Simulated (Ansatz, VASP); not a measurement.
One calculation of Si, two programs

```
Si
1.0
     2.54917    0.00000    0.00000
     0.00000    2.54917    0.00000
     0.00000    0.00000    2.54917
Si
1
Direct
  0.00000 0.00000 0.00000
```

Change from the starting cell: volume scaled by 1.02.

Alike in both runs: task single point; functional PBE; k mesh 14 × 14 × 14; occupations fermi-dirac, width 0.03 eV; no spin polarisation.

|  | VASP | Ansatz |
| --- | --- | --- |
| version | VASP 6.6.1 | Ansatz 0.2.0 |
| potentials or method | VASP PAW PBE potentials, release 64 (Si), cutoff 520 eV | all-electron LAPW, scalar-relativistic |

```csv
,VASP,Ansatz,Ansatz less VASP
pressure (GPa),-2.0,-1.9,+0.04
```

Ansatz ran all-electron here, and VASP with PAW potentials.
